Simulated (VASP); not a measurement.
# Ga2CuAs2 in VASP: single point with PBE+D3(BJ)

Aim: the single point of Ga2CuAs2 with PBE+D3(BJ).

Everything below comes from runs of VASP 6.6.1. Logs are shortened: lines on timing, memory, paths and dates and some standing lists are left out, and cuts for length are marked.

### Step 1. The cell of the first run

The cell holds a slab with vacuum, 5 atoms: a = 4.014 Å, b = 4.014 Å, c = 21.670 Å, α = 90.00°, β = 90.00°, γ = 90.00°.

### Step 2. Single point, PBE+D3(BJ), collinear spin

The input, INCAR:

```
SYSTEM = Ga2CuAs2
  PREC = Accurate
  ENCUT = 520
  EDIFF = 1E-6
  ISMEAR = 0
  SIGMA = 0.05
  LREAL = .False.
  LASPH = .True.
  NELM = 150
  ALGO = Normal
  ISIF = 2
  LWAVE = .False.
  LCHARG = .False.
  ISPIN = 2
  MAGMOM = 0 0 0 0 1
  LORBIT = 11
  LMAXMIX = 4
  LDIPOL = .True.
  IDIPOL = 3
  DIPOL = 0.5 0.5 0.329
  GGA = PE
  IVDW = 12
  NBANDS = 36
```

The input, KPOINTS:

```
regular mesh
0
Gamma
  7 7 1
  0 0 0
```

The input, POSCAR:

```
Ga2CuAs2
1.0
    4.0137031117      0.0000000000      0.0000000000
    0.0000000000      4.0137031117      0.0000000000
    0.0000000000      0.0000000000     21.6700524369
As Ga Cu
2 2 1
Direct
    0.0000000000      0.5000000000      0.1845865400
    0.5000000000      0.0000000000      0.3212717630
    0.5000000000      0.5000000000      0.2500713074
    0.0000000000      0.0000000000      0.3862497546
    0.3750000000      0.5000000000      0.5016163421
```

Potentials or basis: VASP PAW PBE potentials, release 64 (As, Ga_d, Cu).

On the command line:

```bash
$ cat potpaw_PBE.64/As/POTCAR potpaw_PBE.64/Ga_d/POTCAR potpaw_PBE.64/Cu/POTCAR > POTCAR
$ mpirun -np 1 vasp_std > vasp.out
```

OUTCAR:

```text
SYSTEM = Ga2CuAs2
   PREC = Accurate
   ENCUT = 520
   EDIFF = 1E-6
   ISMEAR = 0
   LREAL = .False.
   LASPH = .True.
   NELM = 150
   ISIF = 2
   ISPIN = 2
   LORBIT = 11
   GGA = PE
   IVDW = 12
 IVDW          = 12

 ion  position               nearest neighbor table
   1  0.000  0.500  0.185-   3 2.46   3 2.46
   2  0.500  0.000  0.321-   4 2.45   4 2.45   3 2.53   3 2.53
   3  0.500  0.500  0.250-   1 2.46   1 2.46   2 2.53   2 2.53
   4  0.000  0.000  0.386-   2 2.45   2 2.45
   5  0.375  0.500  0.502-

  LATTYP: Found a simple tetragonal cell.
 ALAT       =     4.0137031117
 C/A-ratio  =     5.3990172750

  Lattice vectors:

 A1 = (   4.0137031117,   0.0000000000,   0.0000000000)
 A2 = (   0.0000000000,   4.0137031117,   0.0000000000)
 A3 = (   0.0000000000,   0.0000000000,  21.6700524369)

Analysis of symmetry for initial positions (statically):
=====================================================================
 Subroutine PRICEL returns:
 Original cell was already a primitive cell.

 Routine SETGRP: Setting up the symmetry group for a
 simple tetragonal supercell.

 Subroutine GETGRP returns: Found  2 space group operations
 (whereof  2 operations were pure point group operations)
 out of a pool of 16 trial point group operations.

The static configuration has the point symmetry C_1h.

Analysis of symmetry for dynamics (positions and initial velocities):
=====================================================================
 Subroutine PRICEL returns:
 Original cell was already a primitive cell.

 Routine SETGRP: Setting up the symmetry group for a
 simple tetragonal supercell.

 Subroutine GETGRP returns: Found  2 space group operations
 (whereof  2 operations were pure point group operations)
 out of a pool of 16 trial point group operations.

The dynamic configuration has the point symmetry C_1h.

Analysis of structural, dynamic, and magnetic symmetry:
=====================================================================
 Subroutine PRICEL returns:
 Original cell was already a primitive cell.

 Routine SETGRP: Setting up the symmetry group for a
 simple tetragonal supercell.

 Subroutine GETGRP returns: Found  2 space group operations
 (whereof  2 operations were pure point group operations)
 out of a pool of 16 trial point group operations.

The overall configuration has the point symmetry C_1h.

 Subroutine INISYM returns: Found  2 space group operations
 (whereof  2 operations are pure point group operations),
 and found     1 'primitive' translations

----------------------------------------------------------------------------------------

                                     Primitive cell

  volume of cell :     349.1005

  direct lattice vectors                    reciprocal lattice vectors
     4.013703112  0.000000000  0.000000000     0.249146479  0.000000000  0.000000000
     0.000000000  4.013703112  0.000000000     0.000000000  0.249146479  0.000000000
     0.000000000  0.000000000 21.670052437     0.000000000  0.000000000  0.046146635

  length of vectors
     4.013703112  4.013703112 21.670052437     0.249146479  0.249146479  0.046146635

  position of ions in fractional coordinates (direct lattice)
     0.000000000  0.500000000  0.184586540
     0.500000000  0.000000000  0.321271763
     0.500000000  0.500000000  0.250071307
     0.000000000  0.000000000  0.386249755
     0.375000000  0.500000000  0.501616342

  ion indices of the primitive-cell ions
   primitive index   ion index
                 1           1
                 2           2
                 3           3
                 4           4
                 5           5

----------------------------------------------------------------------------------------

 KPOINTS: regular mesh

Automatic generation of k-mesh.
 Grid dimensions read from file:
 generate k-points for:    7    7    1

 Generating k-lattice:

  Cartesian coordinates                     Fractional coordinates (reciprocal lattice)
     0.035592354  0.000000000  0.000000000     0.142857143  0.000000000  0.000000000
     0.000000000  0.035592354  0.000000000     0.000000000  0.142857143  0.000000000
     0.000000000  0.000000000  0.046146635     0.000000000  0.000000000  1.000000000

  Length of vectors
     0.035592354  0.035592354  0.046146635

  Shift w.r.t. Gamma in fractional coordinates (k-lattice)
     0.000000000  0.000000000  0.000000000

 Subroutine IBZKPT returns following result:
 ===========================================

 Found     16 irreducible k-points:

 Following reciprocal coordinates:
            Coordinates               Weight
  0.000000  0.000000  0.000000      1.000000
  0.142857  0.000000  0.000000      2.000000
  0.000000  0.142857  0.000000      2.000000
  0.285714  0.000000  0.000000      2.000000
  0.000000  0.285714  0.000000      2.000000
  0.428571  0.000000  0.000000      2.000000
[... 8 lines left out ...]
 -0.285714  0.428571  0.000000      4.000000
  0.428571  0.428571  0.000000      4.000000
   k-points           NKPTS =     16   k-points in BZ     NKDIM =     16   number of bands    NBANDS=     36
   number of dos      NEDOS =    301   number of ions     NIONS =      5
   total plane-waves  NPLWV = 145800
   dimension x,y,z NGX =    30 NGY =   30 NGZ =  162
   dimension x,y,z NGXF=    60 NGYF=   60 NGZF=  324
   ions per type =               2   2   1
   NGX,Y,Z   is equivalent  to a cutoff of  12.43, 12.43, 12.43 a.u.
   NGXF,Y,Z  is equivalent  to a cutoff of  24.85, 24.85, 24.86 a.u.
 SYSTEM =  Ga2CuAs2
   PREC   = accura    normal or accurate (medium, high low for compatibility)
   ISTART =      0    job   : 0-new  1-cont  2-samecut
   ICHARG =      2    charge: 1-file 2-atom 10-const
   ISPIN  =      2    spin polarized calculation?
   LNONCOLLINEAR =      F non collinear calculations
   LSORBIT =      F    spin-orbit coupling
   LASPH  =      T    aspherical Exc in radial PAW
   ENCUT  =  520.0 eV  38.22 Ry    6.18 a.u.   7.46  7.46 40.29*2*pi/ulx,y,z
   NELM   =    150;   NELMIN=  2; NELMDL= -5     # of ELM steps
   EDIFF  = 0.1E-05   stopping-criterion for ELM
   LREAL  =      F    real-space projection
   EDIFFG = 0.1E-04   stopping-criterion for IOM
   NSW    =      0    number of steps for IOM
   IBRION =     -1    ionic relax: 0-MD 1-quasi-New 2-CG
   NFREE  =      0    steps in history (QN), initial steepest desc. (CG)
   ISIF   =      2    stress and relaxation
   ISYM   =      2    0-nonsym 1-usesym 2-fastsym
   POTIM  = 0.5000    time-step for ionic-motion
   TEBEG  =    0.0;   TEEND  =   0.0 temperature during run
   PSTRESS=    0.0 pullay stress
   NELECT =      47.0000    total number of electrons
   NUPDOWN=      -1.0000    fix difference up-down
   EMIN   =  10.00;   EMAX   =-10.00  energy-range for DOS
   EFERMI =   0.00;   METHOD = LEGACY
   ISMEAR =     0;   SIGMA  =   0.05  broadening in eV -4-tet -1-fermi 0-gaus
   EFERMI_NEDOS =   21; number of points for ismear=-14 and -15
   IALGO  =     38    algorithm
   IMIX   =      4    mixing-type and parameters
     AMIX     =   0.40;   BMIX     =  1.00
     AMIX_MAG =   1.60;   BMIX_MAG =  1.00
  volume/ion in A,a.u.               =      69.82       471.17
  Fermi-wavevector in a.u.,A,eV,Ry     =   0.839055  1.585585  9.578691  0.704014
  Thomas-Fermi vector in A             =   1.953211
   LORBIT       =     11    0 simple, 1 ext, 2 COOP (PROOUT), +10 PAW based schemes
   GGA     = PE    functional components
   LHFCALC =     F    Hartree Fock is set to
   AEXX    =    0.0000 exact exchange contribution
   IVDW    =    12    specifies the selected vdW correction
   LEPSILON=     F    determine dielectric tensor
   LRPA    =     F    only Hartree local field effects (RPA)
 spin polarized calculation
 Gauss-broadening in eV      SIGMA  =   0.05
  energy-cutoff  :      520.00
  volume of cell :      349.10
 maximum number of plane-waves:      9449
 NGX is ok and might be reduce to    30
   NGX = 15   NGY = 15   NGZ = 81

 dipolmoment           0.000000      0.000000      0.141464 electrons x Angstroem

 number of electron      47.0000003 magnetization       0.0815448

 dipolmoment           0.000000      0.000000     -0.109134 electrons x Angstroem

 Free energy of the ion-electron system (eV)
  ---------------------------------------------------
  ext. energy  EPLUGINS =         0.00000000
  ---------------------------------------------------
  free energy    TOTEN  =       -15.30831785 eV

  energy without entropy =      -15.30374161  energy(sigma->0) =      -15.30602973

 E-fermi :  -2.3474     XC(G=0):  -4.1308

 val. band max:       -2.3682442174   @ k =   0.4286   0.4286   0.0000
 cond. band min:      -2.3419410534   @ k =   0.4286   0.4286   0.0000
 fundamental gap:      0.0263031640
 Fermi energy:        -2.3474169055

 spin component 1

 k-point     1 :       0.0000    0.0000    0.0000
  band No.  band energies     occupation
      1     -17.2605      1.00000
      2     -17.1940      1.00000
      3     -17.1538      1.00000
      4     -17.1494      1.00000
      5     -17.1299      1.00000
      6     -16.6455      1.00000
[... 27 lines left out ...]
     34       3.7997      0.00000
     35       4.5865      0.00000

 k-point     2 :       0.1429    0.0000    0.0000
  band No.  band energies     occupation
      1     -17.2565      1.00000
      2     -17.1937      1.00000
      3     -17.1672      1.00000
      4     -17.1509      1.00000
      5     -17.1203      1.00000
      6     -16.6421      1.00000
[... 27 lines left out ...]
     34       3.8550      0.00000
     35       4.2970      0.00000
[... 492 lines left out ...]
     34       4.3268      0.00000
     35       4.5921      0.00000

 k-point    16 :       0.4286    0.4286    0.0000
  band No.  band energies     occupation
      1     -17.2245      1.00000
      2     -17.2073      1.00000
      3     -17.1976      1.00000
      4     -17.1637      1.00000
      5     -17.0940      1.00000
      6     -16.6588      1.00000
[... 27 lines left out ...]
     34       4.4530      0.00000
     35       5.0282      0.00000
 Fermi energy:        -2.3474169055

 spin component 2

 k-point     1 :       0.0000    0.0000    0.0000
  band No.  band energies     occupation
      1     -17.2589      1.00000
      2     -17.1921      1.00000
      3     -17.1521      1.00000
      4     -17.1483      1.00000
      5     -17.1281      1.00000
      6     -16.6454      1.00000
[... 27 lines left out ...]
     34       3.8191      0.00000
     35       4.6028      0.00000

 k-point     2 :       0.1429    0.0000    0.0000
  band No.  band energies     occupation
      1     -17.2549      1.00000
      2     -17.1918      1.00000
      3     -17.1654      1.00000
      4     -17.1499      1.00000
      5     -17.1186      1.00000
      6     -16.6420      1.00000
[... 27 lines left out ...]
     34       3.8609      0.00000
     35       4.3249      0.00000
[... 492 lines left out ...]
     34       4.3364      0.00000
     35       4.5933      0.00000

 k-point    16 :       0.4286    0.4286    0.0000
  band No.  band energies     occupation
      1     -17.2227      1.00000
      2     -17.2055      1.00000
      3     -17.1956      1.00000
      4     -17.1627      1.00000
      5     -17.0925      1.00000
      6     -16.6586      1.00000
[... 27 lines left out ...]
     34       4.4640      0.00000
     35       5.0333      0.00000
 [bands above 35 left out]

------------------------ aborting loop because EDIFF is reached ----------------------------------------

 vacuum level on the upper side and lower side of the slab       (xc-potential included)        -0.776         0.403

 Edisp (eV)   -1.13797

 E8    (eV) :    -0.5252

  FORCE on cell =-STRESS in cart. coord.  units (eV):
  Direction    XX          YY          ZZ          XY          YZ          ZX
  --------------------------------------------------------------------------------------
  -------------------------------------------------------------------------------------
  Total      -2.79166    -4.65846    -2.82679     0.00000     0.00000    -1.05776
  in kB     -12.81215   -21.37976   -12.97338     0.00000     0.00000    -4.85454
  external pressure =      -15.72 kB  Pullay stress =        0.00 kB

 VOLUME and BASIS-vectors are now :
 -----------------------------------------------------------------------------
  energy-cutoff  :      520.00
  volume of cell :      349.10
      direct lattice vectors                 reciprocal lattice vectors
     4.013703112  0.000000000  0.000000000     0.249146479  0.000000000  0.000000000
     0.000000000  4.013703112  0.000000000     0.000000000  0.249146479  0.000000000
     0.000000000  0.000000000 21.670052437     0.000000000  0.000000000  0.046146635

 POSITION                                       TOTAL-FORCE (eV/Angst)
 -----------------------------------------------------------------------------------
      0.00000      2.00685      4.00000         0.023043      0.000000      0.193098
      2.00685      0.00000      6.96198        -0.012814      0.000000     -0.019472
      2.00685      2.00685      5.41906         0.042223      0.000000     -0.060284
      0.00000      0.00000      8.37005         0.287742      0.000000      0.757741
      1.50514      2.00685     10.87005        -0.340194      0.000000     -0.871083
 -----------------------------------------------------------------------------------
    total drift:                                0.000075      0.000000      0.000234

  FREE ENERGIE OF THE ION-ELECTRON SYSTEM (eV)
  ---------------------------------------------------
  free  energy   TOTEN  =       -16.4462917767 eV

  energy  without entropy=      -16.4417155279  energy(sigma->0) =      -16.44400365

 vacuum level on the upper side and lower side of the slab         1.984         3.193

 total charge

# of ion       s       p       d       tot
------------------------------------------
    1        1.289   1.354   0.018   2.661
    2        1.241   1.515   0.031   2.787
    3        0.906   0.742   9.981  11.629
    4        0.998   0.528   9.952  11.478
    5        0.339   0.019   9.352   9.711
--------------------------------------------------
tot          4.773   4.158  29.335  38.266

 magnetization (x)

# of ion       s       p       d       tot
------------------------------------------
    1        0.001   0.021   0.000   0.021
    2        0.000   0.003   0.000   0.003
    3       -0.001  -0.001   0.000  -0.001
    4        0.001   0.005   0.000   0.007
    5        0.002   0.000   0.003   0.005
--------------------------------------------------
tot          0.003   0.029   0.004   0.036
```

Wall time 29 min (1 thread of AMD EPYC 7R13, shared host); peak memory 0.69 GiB.

Results:

| Property | Result |
| --- | --- |
| Free energy | -16.4463 eV |
| Largest force | 0.935 eV/Å |
| Net moment | 0.08 μB per cell |
| Site moments | As +0.02, +0.00; Ga -0.00, +0.01; Cu +0.01 μB |
| Valence electrons inside the program's atomic spheres | As 2.66, 2.79; Ga 11.63, 11.48; Cu 9.71 |
| Dispersion energy per atom | -0.228 eV |

Forces on the atoms (eV/Å):
```
As   0.023  0.000  0.193
As  -0.013  0.000 -0.019
Ga   0.042  0.000 -0.060
Ga   0.288  0.000  0.758
Cu  -0.340  0.000 -0.871
```
